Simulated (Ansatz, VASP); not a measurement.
Two plane-wave programs on EuAlIr

```
Eu Al Ir
1.0
     3.96580    0.00000    0.00000
     0.00000    3.96580    0.00000
     0.00000    0.00000    3.89865
Eu Al Ir
1 1 1
Direct
  0.50000 0.50000 0.00000
  0.00000 0.00000 0.00000
  0.00000 0.00000 0.50000
```

Alike in both runs: task relaxation of cell and atoms; functional PBE; k mesh 4 × 4 × 4; occupations gaussian, width 0.1 eV; collinear spin.

|  | VASP | Ansatz |
| --- | --- | --- |
| version | VASP 6.6.1 | Ansatz 0.2.0 |
| potentials or method | VASP PAW PBE potentials, release 64 (Eu, Al, Ir), cutoff 600 eV | scalar-relativistic, plane waves, PAW |
| valence electrons in the cell | 29 | 37 |

|  | VASP | Ansatz | Ansatz less VASP |
| --- | --- | --- | --- |
| gap on the k mesh at the Fermi level, each at its own relaxed structure (eV) | none | none | - |
| net moment per atom (μB) | 2.26 | 2.26 | +0.004 |
| size of the moment on the site where the two differ most (μB) | 6.58 | 6.76 | +0.179 |
| relaxed volume (Å³/atom) | 27.86 | 27.83 | -0.022 |
| relaxed cell length with the largest relative difference (Å) | 4.556 | 4.553 | -0.0022 |

Site moments also hang on the region over which each program counts them. A gap of «none» marks a metal or a gap that the smearing closes. VASP's potentials hold 29 valence electrons a cell and Ansatz's 37, so a difference there can come from the potentials and not from the codes.

The k mesh is coarse, so the values compare programs but aren't converged. Spin-orbit coupling is off throughout. Noted on VASP's run: the volume moved by over 15 % at a fixed basis, so the end points are rough.
